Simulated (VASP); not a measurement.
# TiC (R-3m) in VASP: a series of runs

TiC is run at these levels: PBEsol; tasks: electric field gradients.

Program: VASP 6.6.1. These are calculated values, not measurements. Logs are shortened: lines on timing, memory, paths and dates and some standing lists are left out, and cuts for length are marked.

**1. The cell of the first run**

It takes space group R-3m (No. 166, trigonal). The conventional cell has a = 3.091 Å, b = 3.091 Å, c = 7.346 Å, α = 90.00°, β = 90.00°, γ = 120.00°. Ti (site symmetry -3m) has 6 C at 2.16 Å within 2.9 Å. C (site symmetry -3m) has 6 Ti at 2.16 Å within 2.9 Å.

**2. Electric field gradients, PBEsol (equal xy, yz and zx shear strains of -2 %)**

The input, INCAR:

```
SYSTEM = TiC
PREC = Accurate
ENCUT = 520
EDIFF = 1E-8
ISMEAR = -1
SIGMA = 0.03
LREAL = .False.
LASPH = .True.
NELM = 100
ALGO = Normal
ISIF = 2
LWAVE = .False.
LCHARG = .False.
GGA = PS
LEFG = .True.
NBANDS = 15
```

The input, KPOINTS:

```
Automatic mesh
0
Gamma
  16 16 16
  0 0 0
```

The input, POSCAR:

```
TiC
1.0
   -0.0432800000      2.1423600000      2.1423600000
    2.1423600000     -0.0432800000      2.1423600000
    2.1423600000      2.1423600000     -0.0432800000
Ti C
1 1
Direct
    0.0000000000      0.0000000000      0.0000000000
    0.5000000000      0.5000000000      0.5000000000
```

Potentials or basis: VASP PAW PBE potentials, release 64 (Ti_sv, C).

Launch:

```sh
> cat potpaw_PBE.64/Ti_sv/POTCAR potpaw_PBE.64/C/POTCAR > POTCAR
> mpirun -np 1 vasp_std > vasp.out
```

OUTCAR:

```text
SYSTEM = TiC
   PREC = Accurate
   ENCUT = 520
   EDIFF = 1E-8
   ISMEAR = -1
   LREAL = .False.
   LASPH = .True.
   NELM = 100
   ISIF = 2
   GGA = PS

 ion  position               nearest neighbor table
   1  0.000  0.000  0.000-   2 2.16   2 2.16   2 2.16   2 2.16   2 2.16   2 2.16
   2  0.500  0.500  0.500-   1 2.16   1 2.16   1 2.16   1 2.16   1 2.16   1 2.16

  LATTYP: Found a trigonal (rhomboedric) cell.
 ALAT       =     3.0300636788
 COS(alpha) =     0.4797000918

  Lattice vectors:

 A1 = (  -0.0432800000,   2.1423600000,   2.1423600000)
 A2 = (   2.1423600000,  -0.0432800000,   2.1423600000)
 A3 = (   2.1423600000,   2.1423600000,  -0.0432800000)

Analysis of symmetry for initial positions (statically):
=====================================================================
 Subroutine PRICEL returns:
 Original cell was already a primitive cell.

 Routine SETGRP: Setting up the symmetry group for a
 trigonal (rhombohedral) supercell.

 Subroutine GETGRP returns: Found 12 space group operations
 (whereof 12 operations were pure point group operations)
 out of a pool of 12 trial point group operations.

The static configuration has the point symmetry D_3d.

Analysis of symmetry for dynamics (positions and initial velocities):
=====================================================================
 Subroutine PRICEL returns:
 Original cell was already a primitive cell.

 Routine SETGRP: Setting up the symmetry group for a
 trigonal (rhombohedral) supercell.

 Subroutine GETGRP returns: Found 12 space group operations
 (whereof 12 operations were pure point group operations)
 out of a pool of 12 trial point group operations.

The dynamic configuration has the point symmetry D_3d.

 Subroutine INISYM returns: Found 12 space group operations
 (whereof 12 operations are pure point group operations),
 and found     1 'primitive' translations

----------------------------------------------------------------------------------------

                                     Primitive cell

  volume of cell :      20.2615

  direct lattice vectors                    reciprocal lattice vectors
    -0.043280000  2.142360000  2.142360000    -0.226431599  0.231100291  0.231100291
     2.142360000 -0.043280000  2.142360000     0.231100291 -0.226431599  0.231100291
     2.142360000  2.142360000 -0.043280000     0.231100291  0.231100291 -0.226431599

  length of vectors
     3.030063679  3.030063679  3.030063679     0.397600249  0.397600249  0.397600249

  position of ions in fractional coordinates (direct lattice)
     0.000000000  0.000000000  0.000000000
     0.500000000  0.500000000  0.500000000

  ion indices of the primitive-cell ions
   primitive index   ion index
                 1           1
                 2           2

----------------------------------------------------------------------------------------

 KPOINTS: Automatic mesh

Automatic generation of k-mesh.
 Grid dimensions read from file:
 generate k-points for:   16   16   16

 Generating k-lattice:

  Cartesian coordinates                     Fractional coordinates (reciprocal lattice)
    -0.014151975  0.014443768  0.014443768     0.062500000 -0.000000000 -0.000000000
     0.014443768 -0.014151975  0.014443768    -0.000000000  0.062500000 -0.000000000
     0.014443768  0.014443768 -0.014151975    -0.000000000 -0.000000000  0.062500000

  Length of vectors
     0.024850016  0.024850016  0.024850016

  Shift w.r.t. Gamma in fractional coordinates (k-lattice)
     0.000000000  0.000000000  0.000000000

 Subroutine IBZKPT returns following result:
 ===========================================

 Found    417 irreducible k-points:

 Following reciprocal coordinates:
            Coordinates               Weight
  0.000000  0.000000  0.000000      1.000000
  0.062500 -0.000000 -0.000000      6.000000
  0.125000 -0.000000 -0.000000      6.000000
  0.187500  0.000000  0.000000      6.000000
  0.250000 -0.000000 -0.000000      6.000000
  0.312500 -0.000000 -0.000000      6.000000
[... 16 lines left out ...]
 -0.125000  0.062500 -0.000000     12.000000
 -0.062500  0.062500  0.000000      6.000000
 [... further k-points ...]
   k-points           NKPTS =    417   k-points in BZ     NKDIM =    417   number of bands    NBANDS=     15
   number of dos      NEDOS =    301   number of ions     NIONS =      2
   total plane-waves  NPLWV =  13824
   dimension x,y,z NGX =    24 NGY =   24 NGZ =   24
   dimension x,y,z NGXF=    48 NGYF=   48 NGZF=   48
   ions per type =               1   1
   NGX,Y,Z   is equivalent  to a cutoff of  13.17, 13.17, 13.17 a.u.
   NGXF,Y,Z  is equivalent  to a cutoff of  26.34, 26.34, 26.34 a.u.
 SYSTEM =  TiC
   PREC   = accura    normal or accurate (medium, high low for compatibility)
   ISTART =      0    job   : 0-new  1-cont  2-samecut
   ICHARG =      2    charge: 1-file 2-atom 10-const
   ISPIN  =      1    spin polarized calculation?
   LNONCOLLINEAR =      F non collinear calculations
   LSORBIT =      F    spin-orbit coupling
   LASPH  =      T    aspherical Exc in radial PAW
   ENCUT  =  520.0 eV  38.22 Ry    6.18 a.u.   5.63  5.63  5.63*2*pi/ulx,y,z
   NELM   =    100;   NELMIN=  2; NELMDL= -5     # of ELM steps
   EDIFF  = 0.1E-07   stopping-criterion for ELM
   LREAL  =      F    real-space projection
   EDIFFG = 0.1E-06   stopping-criterion for IOM
   NSW    =      0    number of steps for IOM
   IBRION =     -1    ionic relax: 0-MD 1-quasi-New 2-CG
   NFREE  =      0    steps in history (QN), initial steepest desc. (CG)
   ISIF   =      2    stress and relaxation
   ISYM   =      2    0-nonsym 1-usesym 2-fastsym
   POTIM  = 0.5000    time-step for ionic-motion
   TEBEG  =    0.0;   TEEND  =   0.0 temperature during run
   PSTRESS=    0.0 pullay stress
   NELECT =      16.0000    total number of electrons
   NUPDOWN=      -1.0000    fix difference up-down
   EMIN   =  10.00;   EMAX   =-10.00  energy-range for DOS
   EFERMI =   0.00;   METHOD = LEGACY
   ISMEAR =    -1;   SIGMA  =   0.03  broadening in eV -4-tet -1-fermi 0-gaus
   EFERMI_NEDOS =   21; number of points for ismear=-14 and -15
   IALGO  =     38    algorithm
   IMIX   =      4    mixing-type and parameters
     AMIX     =   0.40;   BMIX     =  1.00
     AMIX_MAG =   1.60;   BMIX_MAG =  1.00
  volume/ion in A,a.u.               =      10.13        68.37
  Fermi-wavevector in a.u.,A,eV,Ry     =   1.513182  2.859500 31.153547  2.289721
  Thomas-Fermi vector in A             =   2.623008
   LORBIT       =      0    0 simple, 1 ext, 2 COOP (PROOUT), +10 PAW based schemes
   GGA     = PS    functional components
   LHFCALC =     F    Hartree Fock is set to
   AEXX    =    0.0000 exact exchange contribution
   IVDW    =     0    specifies the selected vdW correction
   LEPSILON=     F    determine dielectric tensor
   LRPA    =     F    only Hartree local field effects (RPA)
 non-spin polarized calculation
  energy-cutoff  :      520.00
  volume of cell :       20.26
 maximum number of plane-waves:       556
   NGX = 11   NGY = 11   NGZ = 11

 number of electron      16.0000000 magnetization

 Free energy of the ion-electron system (eV)
  ---------------------------------------------------
  ext. energy  EPLUGINS =         0.00000000
  ---------------------------------------------------
  free energy    TOTEN  =       -19.78191573 eV

  energy without entropy =      -19.78120224  energy(sigma->0) =      -19.78155898

 E-fermi :   9.3287     XC(G=0): -12.8744

 val. band max:        9.3188848752   @ k =   0.3750   0.3750   0.0625
 cond. band min:       9.3621969941   @ k =   0.1250   0.1250  -0.0000
 fundamental gap:      0.0433121189
 Fermi energy:         9.3287254989

 k-point     1 :       0.0000    0.0000    0.0000
  band No.  band energies     occupation
      1     -46.9885      2.00000
      2     -23.1205      2.00000
      3     -23.1205      2.00000
      4     -23.0981      2.00000
      5      -3.0482      2.00000
      6       9.8955      0.00000
      7       9.8955      0.00000
      8      10.1902      0.00000
      9      10.9621      0.00000
     10      10.9621      0.00000
     11      11.0746      0.00000
     12      11.0746      0.00000
     13      11.2027      0.00000
     14      19.8535      0.00000
[... 401 lines left out ...]
      2     -23.1658      2.00000
      3     -23.1305      2.00000
      4     -23.1034      2.00000
      5      -2.8166      2.00000
      6       9.0514      1.99981
      7       9.1875      1.98211
      8       9.4049      0.14651
      9      10.1981      0.00000
     10      10.7549      0.00000
     11      11.6210      0.00000
     12      12.1364      0.00000
     13      13.0736      0.00000
     14      20.2530      0.00000
     15      23.3598      0.00000

 [... further k-points ...]

------------------------ aborting loop because EDIFF is reached ----------------------------------------

  FORCE on cell =-STRESS in cart. coord.  units (eV):
  Direction    XX          YY          ZZ          XY          YZ          ZX
  --------------------------------------------------------------------------------------
  -------------------------------------------------------------------------------------
  Total       -0.7335547     -0.7335547     -0.7335547      0.3948567      0.3948567      0.3948567
  in kB      -58.0059473    -58.0059473    -58.0059473     31.2233524     31.2233524     31.2233524
  external PRESSURE =     -58.0059473 kB  Pullay stress =       0.0000000 kB

 VOLUME and BASIS-vectors are now :
 -----------------------------------------------------------------------------
  energy-cutoff  :      520.00
  volume of cell :       20.26
      direct lattice vectors                 reciprocal lattice vectors
    -0.043280000  2.142360000  2.142360000    -0.226431599  0.231100291  0.231100291
     2.142360000 -0.043280000  2.142360000     0.231100291 -0.226431599  0.231100291
     2.142360000  2.142360000 -0.043280000     0.231100291  0.231100291 -0.226431599

 POSITION                                       TOTAL-FORCE (eV/Angst)
 -----------------------------------------------------------------------------------
      0.00000      0.00000      0.00000         0.000000     -0.000000     -0.000000
      2.12072      2.12072      2.12072        -0.000000      0.000000      0.000000
 -----------------------------------------------------------------------------------
    total drift:                                0.000000     -0.000000     -0.000000

  FREE ENERGIE OF THE ION-ELECTRON SYSTEM (eV)
  ---------------------------------------------------
  free  energy   TOTEN  =       -19.7819157299 eV

  energy  without entropy=      -19.7812022398  energy(sigma->0) =      -19.78155898

 Electric field gradients (V/A^2)
---------------------------------------------------------------------
 ion       V_xx      V_yy      V_zz      V_xy      V_xz      V_yz
---------------------------------------------------------------------
   1      -0.000    -0.000     0.000     0.531     0.531     0.531
   2      -0.000    -0.000     0.000     1.064     1.064     1.064
---------------------------------------------------------------------

 Electric field gradients after diagonalization (V/A^2)
 (convention: |V_zz| > |V_xx| > |V_yy|)
----------------------------------------------------------------------
 ion       V_xx      V_yy      V_zz     asymmetry (V_yy - V_xx)/ V_zz
----------------------------------------------------------------------
   1      -0.531    -0.531     1.063       0.000
   2      -1.064    -1.064     2.128       0.000
----------------------------------------------------------------------

           NMR quadrupolar parameters

 Cq : quadrupolar parameter    Cq=e*Q*V_zz/h
 eta: asymmetry parameters     (V_yy - V_xx)/ V_zz
 Q  : nuclear electric quadrupole moment in mb (millibarn)
----------------------------------------------------------------------
 ion       Cq(MHz)       eta       Q (mb)
----------------------------------------------------------------------
   1       0.003       0.000       1.000
   2       0.005       0.000       1.000
----------------------------------------------------------------------
```

Run time: 1.7 min. Hardware: 1 thread of Intel Xeon Platinum 8375C at 2.90GHz (Ice Lake), shared host; peak memory 0.24 GiB.

Results:

| Property | Result |
| --- | --- |
| Free energy | -19.7819 eV |
| Pressure | -5.8 GPa |
| Band gap on the k mesh | zero (band 8 reaches 10.19 eV, above the bottom of band 9 at 9.06 eV) |

Electric field gradients, principal values (V/Å²):
```tsv
atom	least	middle	greatest (by size)
1 Ti	-0.531	-0.531	1.063
2 C	-1.064	-1.064	2.128
```

Caveat: the cell differs from its parent crystal (equal xy, yz and zx shear strains of -2 %); without QUAD_EFG the Cq values of the log hold for a quadrupole moment of 1 mb, not for the nuclei; the PAW data sets were made with another functional, which shifts forces and pressure a little.

**3. Electric field gradients, PBEsol (equal xy, yz and zx shear strains of -2 %)**

The input, INCAR:

```
PREC = Accurate
ENCUT = 520
EDIFF = 1E-8
ISMEAR = -1
SIGMA = 0.03
LREAL = False
LASPH = True
NELM = 60
ALGO = Normal
ISIF = 2
LWAVE = False
LCHARG = False
GGA = PS
LEFG = True
NBANDS = 15
```

The input, KPOINTS:

```
Automatic mesh
0
Gamma
  16 16 16
```

POSCAR is that of step 2.

Potentials or basis: VASP PAW PBE potentials, release 64 (Ti_sv, C).

Launch:

```sh
> cat potpaw_PBE.64/Ti_sv/POTCAR potpaw_PBE.64/C/POTCAR > POTCAR
> mpirun -np 1 vasp_std > vasp.out
```

OUTCAR:

```text
PREC = Accurate
   ENCUT = 520
   EDIFF = 1E-8
   ISMEAR = -1
   LREAL = False
   LASPH = True
   NELM = 60
   ISIF = 2
   GGA = PS

 ion  position               nearest neighbor table
   1  0.000  0.000  0.000-   2 2.16   2 2.16   2 2.16   2 2.16   2 2.16   2 2.16
   2  0.500  0.500  0.500-   1 2.16   1 2.16   1 2.16   1 2.16   1 2.16   1 2.16

  LATTYP: Found a trigonal (rhomboedric) cell.
 ALAT       =     3.0300636788
 COS(alpha) =     0.4797000918

  Lattice vectors:

 A1 = (  -0.0432800000,   2.1423600000,   2.1423600000)
 A2 = (   2.1423600000,  -0.0432800000,   2.1423600000)
[... 644 lines left out ...]
  free  energy   TOTEN  =       -19.7819157299 eV

  energy  without entropy=      -19.7812022398  energy(sigma->0) =      -19.78155898

 Electric field gradients (V/A^2)
---------------------------------------------------------------------
 ion       V_xx      V_yy      V_zz      V_xy      V_xz      V_yz
---------------------------------------------------------------------
   1      -0.000    -0.000     0.000     0.531     0.531     0.531
   2      -0.000    -0.000     0.000     1.064     1.064     1.064
---------------------------------------------------------------------

 Electric field gradients after diagonalization (V/A^2)
 (convention: |V_zz| > |V_xx| > |V_yy|)
----------------------------------------------------------------------
 ion       V_xx      V_yy      V_zz     asymmetry (V_yy - V_xx)/ V_zz
----------------------------------------------------------------------
   1      -0.531    -0.531     1.063       0.000
   2      -1.064    -1.064     2.128       0.000
----------------------------------------------------------------------

           NMR quadrupolar parameters

 Cq : quadrupolar parameter    Cq=e*Q*V_zz/h
 eta: asymmetry parameters     (V_yy - V_xx)/ V_zz
 Q  : nuclear electric quadrupole moment in mb (millibarn)
----------------------------------------------------------------------
 ion       Cq(MHz)       eta       Q (mb)
----------------------------------------------------------------------
   1       0.003       0.000       1.000
   2       0.005       0.000       1.000
----------------------------------------------------------------------
```

Run time: 91 s. Hardware: 1 thread of Intel Xeon Platinum 8375C at 2.90GHz (Ice Lake), shared host; peak memory 0.24 GiB.

What came out:

| Property | Result |
| --- | --- |
| Free energy | -19.7819 eV |
| Pressure | -5.8 GPa |
| Band gap on the k mesh | zero (band 8 reaches 10.19 eV, above the bottom of band 9 at 9.06 eV) |

Stress tensor (GPa, compression positive):
```
-5.80  3.12  3.12
 3.12 -5.80  3.12
 3.12  3.12 -5.80
```

Electric field gradients, principal values (V/Å²):
| atom | least | middle | greatest (by size) |
| --- | --- | --- | --- |
| 1 Ti | -0.531 | -0.531 | 1.063 |
| 2 C | -1.064 | -1.064 | 2.128 |

Caveat: the cell differs from its parent crystal (equal xy, yz and zx shear strains of -2 %); without QUAD_EFG the Cq values of the log hold for a quadrupole moment of 1 mb, not for the nuclei; the PAW data sets were made with another functional, which shifts forces and pressure a little.

[end of part 1 of 2]
